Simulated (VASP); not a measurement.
A run of VASP 6.6.1 is set up as follows.

INCAR

```
SYSTEM = Ir4Pt3
PREC = Accurate
ENCUT = 500
EDIFF = 1E-6
ISMEAR = 0
SIGMA = 0.2
LREAL = .FALSE.
LASPH = .TRUE.
NELM = 120
ALGO = Normal
ISIF = 2
LWAVE = .FALSE.
LCHARG = .TRUE.
GGA = PE
LELF = .TRUE.
LVHAR = .TRUE.
NBANDS = 42
GGA_COMPAT = .FALSE.
```

The input KPOINTS:

```
Automatic mesh
0
G
  4 4 4
  0 0 0
```

Contents of POSCAR:

```
Ir4Pt3
1.0
   -3.0784980927      3.0784980927      3.0784980927
    3.0784980927     -3.0784980927      3.0784980927
    3.0784980927      3.0784980927     -3.0784980927
Ir Pt
4 3
Direct
    0.5000000000      0.5000000000      0.5000000000
    0.0000000000      0.0000000000      0.5000000000
    0.0000000000      0.5000000000      0.0000000000
    0.5000000000      0.0000000000      0.0000000000
    0.0000000000      0.5000000000      0.5000000000
    0.5000000000      0.0000000000      0.5000000000
    0.5000000000      0.5000000000      0.0000000000
```

Potentials or basis: VASP PAW PBE potentials, release 64 (Ir, Pt).

Launch:

```bash
$ cat potpaw_PBE.64/Ir/POTCAR potpaw_PBE.64/Pt/POTCAR > POTCAR
$ mpirun -np 1 vasp_std > vasp.out
```

What does it give for the band gap on the k mesh?

Zero (band 33 reaches 8.76 eV, above the bottom of band 34 at 7.91 eV).

Predict the pressure.

-0.3 GPa.

Caveat: the k points lie up to 0.36 Å⁻¹ apart; spin-orbit coupling is left out, which moves the levels of the heavy elements.
